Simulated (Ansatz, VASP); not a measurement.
## Two plane-wave programs on Al

File INCAR:

```
  ALGO = Fast
  EDIFF = 1E-6
  ENCUT = 520
  GGA = PE
  ISIF = 2
  ISMEAR = 0
  LASPH = True
  LCHARG = True
  LELF = True
  LREAL = False
  LVHAR = True
  LWAVE = False
  NBANDS = 10
  NELM = 80
  PREC = Accurate
  SIGMA = 0.15
```

The input KPOINTS:

```
k-points
0
Gamma
  20 20 12
```

File POSCAR:

```
Al
1.0
   -1.6175102401      1.6175102401      1.6175102401
    1.6175102401     -1.6175102401      1.6175102401
    3.2350204801      3.2350204801      0.0000000000
Al
2
Direct
    0.0542569032     -0.0922783008      0.0000000000
    0.4457430968      0.5922783008      0.5000000000
```

Input for Ansatz:

```yaml
crystal:
  lattice:
    - [-1.6175102401, 1.6175102401, 1.6175102401]
    - [1.6175102401, -1.6175102401, 1.6175102401]
    - [3.2350204801, 3.2350204801, 0.0]
  atoms:
    - { symbol: Al, position: [0.0542569032, -0.0922783008, 0.0] }
    - { symbol: Al, position: [0.4457430968, 0.5922783008, 0.5] }
basis:
  ecutwfc: 420
kpoints:
  mp_grid: { grid: [20, 20, 12] }
hamiltonian:
  xc: pbe
scf:
  occupations: { method: gaussian, width: 0.15 }
output:
  forces: true
  stress: true
  eigenvalues: true
```

Change from the starting cell: mode 1 frozen in at -0.335 Å and mode 5 at -0.061 Å (largest displacements).

Alike in both runs: task single point; functional PBE; k mesh 20 × 20 × 12; occupations gaussian, width 0.15 eV; no spin polarisation.

```csv
,VASP,Ansatz
version,VASP 6.6.1,Ansatz 0.2.0
potentials or method,"VASP PAW PBE potentials, release 64 (Al), cutoff 520 eV","scalar-relativistic, plane waves, PAW"
valence electrons in the cell,6,6
```

|  | VASP | Ansatz | Ansatz less VASP |
| --- | --- | --- | --- |
| gap on the k mesh at the Fermi level (eV) | none | none | - |
| pressure (GPa) | 0.4 | 0.5 | +0.02 |
| traceless stress, the component that is largest in VASP (GPa) | -2.45 | -2.47 | -0.019 |
| rms of the force components (eV/Å) | 0.081 | 0.081 | +0.0002 |

Atom by atom the forces differ by 0.000 eV/Å (rms over components). A gap of «none» marks a metal or a gap that the smearing closes.
